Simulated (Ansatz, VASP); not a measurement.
# One calculation of CoSi2, two programs

The input INCAR:

```
SYSTEM = CoSi2
PREC     = Accurate       ! precision mode
ENCUT    = 600            ! plane-wave cutoff, eV
EDIFF    = 1E-7           ! SCF threshold, eV
ISMEAR   = -1             ! smearing method
SIGMA    = 0.15           ! smearing width, eV
LREAL    = .False.        ! projectors in reciprocal space
LASPH    = .True.         ! aspherical terms in the spheres
NELM     = 100            ! most SCF steps
ALGO     = Normal         ! electronic algorithm
ISIF     = 3              ! what is computed and relaxed
LWAVE    = .False.        ! write WAVECAR
LCHARG   = .False.        ! write CHGCAR
GGA      = PE             ! functional
IBRION   = 2              ! ionic algorithm
NSW      = 80             ! ionic steps
EDIFFG   = -0.001         ! ionic threshold
```

Contents of KPOINTS:

```
regular mesh
0
Gamma
  16 16 16
  0 0 0
```

POSCAR

```
CoSi2
1.0
    0.0000000000      2.6799218087      2.6799218087
    2.6799218087      0.0000000000      2.6799218087
    2.6799218087      2.6799218087      0.0000000000
Co Si
1 2
Direct
    0.0000000000      0.0000000000      0.0000000000
    0.2500000000      0.2500000000      0.2500000000
    0.7500000000      0.7500000000      0.7500000000
```

Input for Ansatz:

```yaml
crystal:
  lattice:
    - [0.0, 2.6799218087, 2.6799218087]
    - [2.6799218087, 0.0, 2.6799218087]
    - [2.6799218087, 2.6799218087, 0.0]
  atoms:
    - { symbol: Co, position: [0.0, 0.0, 0.0] }
    - { symbol: Si, position: [0.25, 0.25, 0.25] }
    - { symbol: Si, position: [0.75, 0.75, 0.75] }
basis:
  ecutwfc: 420
kpoints:
  mp_grid: { grid: [16, 16, 16] }
hamiltonian:
  xc: pbe
scf:
  occupations: { method: fermi_dirac, width: 0.15 }
output:
  forces: true
  stress: true
  eigenvalues: true
relax:
  adjacent_minimum: "off"
  f_tol: 0.001
  max_steps: 60
  cell: { stress_tol: 0.01 }
```

Alike in both runs: task relaxation of cell and atoms; functional PBE; k mesh 16 × 16 × 16; occupations fermi-dirac, width 0.15 eV; no spin polarisation.

|  | VASP | Ansatz |
| --- | --- | --- |
| version | VASP 6.6.1 | Ansatz 0.2.0 |
| potentials or method | VASP PAW PBE potentials, release 64 (Co, Si), cutoff 600 eV | scalar-relativistic, plane waves, PAW |
| valence electrons in the cell | 17 | 25 |

|  | VASP | Ansatz | Ansatz less VASP |
| --- | --- | --- | --- |
| gap on the k mesh at the Fermi level, each at its own relaxed structure (eV) | none | none | - |
| relaxed volume (Å³/atom) | 12.83 | 12.85 | +0.012 |
| relaxed cell length with the largest relative difference (Å) | 3.790 | 3.791 | +0.0012 |

A gap of «none» marks a metal or a gap that the smearing closes. VASP's potentials hold 17 valence electrons a cell and Ansatz's 25, so a difference there can come from the potentials and not from the codes.
